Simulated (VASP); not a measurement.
Input of a VASP 6.6.1 run:

INCAR

```
PREC     = Accurate       # precision mode
ENCUT    = 520            # plane-wave cutoff, eV
EDIFF    = 1E-6           # SCF threshold, eV
ISMEAR   = 0              # smearing method
SIGMA    = 0.01           # smearing width, eV
LREAL    = False          # projectors in reciprocal space
LASPH    = True           # aspherical terms in the spheres
NELM     = 80             # most SCF steps
ALGO     = Normal         # electronic algorithm
ISIF     = 2              # what is computed and relaxed
LWAVE    = False          # write WAVECAR
LCHARG   = False          # write CHGCAR
GGA      = PS             # functional
NBANDS   = 11             # bands
```

The input KPOINTS:

```
Automatic mesh
0
Gamma
  10 10 10
```

The input POSCAR:

```
SiC
1.0
    2.1566305093      2.1566305093      0.0000000000
   -2.1566305093      2.1566305093      0.0000000000
    0.0000000000      2.1566305093      2.1914851438
Si C
1 1
Direct
    0.0000000000      0.0000000000      0.0000000000
    0.7500000000      0.2500000000      0.5000000000
```

Potentials or basis: VASP PAW PBE potentials, release 64 (Si, C).

Command:

```sh
$ cat potpaw_PBE.64/Si/POTCAR potpaw_PBE.64/C/POTCAR > POTCAR
$ mpirun -np 1 vasp_std > vasp.out
```

Question: Estimate the band gap on the k mesh.

Answer: 1.13 eV, indirect (least direct gap 4.44 eV).

Question: What does it give for the pressure?

Answer: 3.6 GPa.

Stress tensor (GPa, compression positive):
```
4.96 0.00 0.00
0.00 4.96 0.00
0.00 0.00 0.76
```

Caveat: the cell differs from its parent crystal (in-plane strain -0.01); the PAW data sets were made with another functional, which shifts forces and pressure a little. A k mesh can miss the band edges.
